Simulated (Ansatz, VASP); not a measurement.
Zn3SeS2 in VASP and in Ansatz

File INCAR:

```
  PREC = Accurate
  ENCUT = 600
  EDIFF = 1E-6
  ISMEAR = 0
  SIGMA = 0.1
  LREAL = F
  LASPH = T
  NELM = 100
  ALGO = Normal
  ISIF = 3
  LWAVE = F
  LCHARG = F
  GGA = PE
  IBRION = 2
  NSW = 90
  EDIFFG = -0.04
```

File KPOINTS:

```
Automatic mesh
0
Gamma
  6 6 2
```

Contents of POSCAR:

```
Zn3SeS2
1.0
    3.8328771300      0.0000000000      0.0000000000
   -1.9164385600      3.3193689600      0.0000000000
    0.0000000000      0.0000000000      9.3885932100
Zn Se S
3 1 2
Direct
    0.0000000000      0.0000000000      0.0000000000
    0.3333333300      0.6666666700      0.6666666700
    0.6666666700      0.3333333300      0.3333333300
    0.3333333300      0.6666666700      0.9166666700
    0.6666666700      0.3333333300      0.5833333300
    0.0000000000      0.0000000000      0.2500000000
```

Input for Ansatz:

```yaml
crystal:
  lattice:
    - [3.83287713, 0.0, 0.0]
    - [-1.91643856, 3.31936896, 0.0]
    - [0.0, 0.0, 9.38859321]
  atoms:
    - { symbol: Zn, position: [0.0, 0.0, 0.0] }
    - { symbol: Zn, position: [0.33333333, 0.66666667, 0.66666667] }
    - { symbol: Zn, position: [0.66666667, 0.33333333, 0.33333333] }
    - { symbol: Se, position: [0.33333333, 0.66666667, 0.91666667] }
    - { symbol: S, position: [0.66666667, 0.33333333, 0.58333333] }
    - { symbol: S, position: [0.0, 0.0, 0.25] }
basis:
  ecutwfc: 420
kpoints:
  mp_grid: { grid: [6, 6, 2] }
hamiltonian:
  xc: pbe
scf:
  occupations: { method: gaussian, width: 0.1 }
  lower_state_search: "off"
output:
  forces: true
  stress: true
  eigenvalues: true
relax:
  adjacent_minimum: "off"
  f_tol: 0.04
  max_steps: 70
  cell: { stress_tol: 0.4 }
```

Alike in both runs: task relaxation of cell and atoms; functional PBE; k mesh 6 × 6 × 2; occupations gaussian, width 0.1 eV; no spin polarisation.

|  | VASP | Ansatz |
| --- | --- | --- |
| version | VASP 6.6.1 | Ansatz 0.2.0 |
| potentials or method | VASP PAW PBE potentials, release 64 (Zn, Se, S), cutoff 600 eV | scalar-relativistic, plane waves, PAW |
| valence electrons in the cell | 54 | 64 |

|  | VASP | Ansatz | Ansatz less VASP |
| --- | --- | --- | --- |
| gap on the k mesh at the Fermi level, each at its own relaxed structure (eV) | 1.41 | 1.43 | +0.023 |
| relaxed volume (Å³/atom) | 21.33 | 21.26 | -0.072 |
| relaxed length of the cell vector where the two differ most in proportion (Å) | 9.613 | 9.600 | -0.0137 |

VASP's potentials hold 54 valence electrons a cell and Ansatz's 64, so a difference there can come from the potentials and not from the codes.
